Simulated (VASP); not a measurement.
## NbP: relaxation of cell and atoms with r2SCAN

Crystal: NbP.

```
CELL_PARAMETERS angstrom
0.00000 2.78851 2.78851
2.78851 0.00000 2.78851
2.78851 2.78851 0.00000
ATOMIC_POSITIONS crystal
Nb 0.00000 0.00000 0.00000
P 0.25000 0.25000 0.25000
```

| Item | Value |
| --- | --- |
| Program | VASP 6.6.1 |
| Task | relaxation of cell and atoms |
| Functional | r2SCAN |
| Potentials or basis | VASP PAW PBE potentials, release 64 (Nb_sv, P) |
| Cutoff | 600 eV |
| k mesh | 14 × 14 × 14 |
| Occupations | gaussian, width 0.1 eV |
| Spin | no spin polarisation |
| Dipole correction | no |
| Further INCAR settings | ALGO = Normal; EDIFF = 1e-07; IBRION = 2; EDIFFG = -0.01; NSW = 100; ISIF = 3 |

```
Relaxed volume                         : 21.56 Å³/atom
Relaxed cell                           : a = 3.936 Å, b = 3.936 Å, c = 3.936 Å, α = 60.00°, β = 60.00°, γ = 60.00°
Space group after relaxing (to 0.05 Å) : F-43m (No. 216)
Energy gained by relaxing              : 0.3 meV/atom
Ionic steps                            : 3
Pressure after relaxing                : 0.0 GPa
Band gap on the k mesh                 : zero (band 9 reaches 7.73 eV, above the bottom of band 10 at 6.98 eV)
```

The path:
```
step  energy change (eV)  largest force (eV/Å)  pressure (GPa)  volume (Å³)
   1              0.0000                0.0000           -0.65        43.37
   2              0.0003                0.0000            0.84        42.81
   3             -0.0005                0.0000            0.00        43.12
```

Final structure:
```
Nb P
1.0
     0.00000    2.78320    2.78320
     2.78320    0.00000    2.78320
     2.78320    2.78320    0.00000
Nb P
1 1
Direct
  0.00000 0.00000 0.00000
  0.25000 0.25000 0.25000
```

Levels at points of the mesh, in eV from the Fermi level:
| k point | band 6 | band 7 | band 8 | band 9 | band 10 | band 11 | band 12 | band 13 |
| --- | --- | --- | --- | --- | --- | --- | --- | --- |
| (0.00, 0.00, 0.00) | -4.12 | -4.12 | -4.12 | 0.05 | 0.05 | 3.26 | 5.90 | 5.90 |
| (0.50, 0.00, 0.00) | -4.61 | -3.63 | -3.63 | 0.56 | 0.56 | 0.82 | 3.55 | 3.55 |
| (0.50, 0.50, 0.00) | -5.30 | -2.50 | -2.50 | -1.23 | 1.10 | 1.26 | 1.64 | 1.64 |

It took 3.4 min on 1 thread of Intel(R) Xeon(R) 6975P-C (Granite Rapids), with other jobs on the host, peak memory 0.25 GiB.

Caveat: the PAW data sets were made with another functional, which shifts forces and pressure a little.
